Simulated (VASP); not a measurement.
Set up this calculation in VASP 6.6.1, as the native input.

```
Task                   : single point
Functional             : PBE
Potentials or basis    : VASP PAW PBE potentials, release 64 (Co, Pt, O)
Cutoff                 : 520 eV
k mesh                 : 18 × 18 × 18
Occupations            : gaussian, width 0.15 eV
Spin                   : no spin polarisation
Dipole correction      : no
Further INCAR settings : ALGO = Fast; EDIFF = 1e-06; NBANDS = 24
```

The structure of CoPtO2 lies in POSCAR:

```
CoPtO2
1.0
    1.3845731292      0.7993836689      6.1399172004
   -1.3845731292      0.7993836689      6.1399172004
    0.0000000000     -1.5987673378      6.1399172004
Co Pt O
1 1 2
Direct
    0.5000000000      0.5000000000      0.5000000000
    0.0000000000      0.0000000000      0.0000000000
    0.8876528272      0.8876528272      0.8876528272
    0.1123471728      0.1123471728      0.1123471728
```

This cell differs from its parent crystal: strain -0.030 along x and y, +0.030 along z.

One way to write it, as run:

INCAR

```
PREC = Accurate
ENCUT = 520
EDIFF = 1E-6
ISMEAR = 0
SIGMA = 0.15
LREAL = F
LASPH = T
NELM = 80
ALGO = Fast
ISIF = 2
LWAVE = F
LCHARG = T
GGA = PE
LELF = T
LVHAR = T
NBANDS = 24
```

KPOINTS

```
Automatic mesh
0
Gamma
  18 18 18
```

Potentials or basis: VASP PAW PBE potentials, release 64 (Co, Pt, O).

The run is started by

```bash
$ cat potpaw_PBE.64/Co/POTCAR potpaw_PBE.64/Pt/POTCAR potpaw_PBE.64/O/POTCAR > POTCAR
$ mpirun -np 1 vasp_std > vasp.out
```

Results of the run:

The pressure is 6.5 GPa. The largest force is 0.648 eV/Å and the band gap on the k mesh is zero (an odd number of electrons rules out a gap without spin polarisation).

Caveat: the cell differs from its parent crystal (strain -0.030 along x and y, +0.030 along z); the stress differs along the axes, from -8 to 14 GPa; spin-orbit coupling is left out, which moves the levels of the heavy elements; an odd number of electrons without spin polarisation forces a metal; a magnetic or distorted state may lie lower; the run has no spin polarisation, though such a crystal can be magnetic; semilocal functionals often make such compounds metallic where correlation or magnetic order opens a gap, which also shifts bond lengths.

It took 65 min on 1 thread of AMD EPYC 9755 128-Core Processor (shared host), peak memory 0.78 GiB.
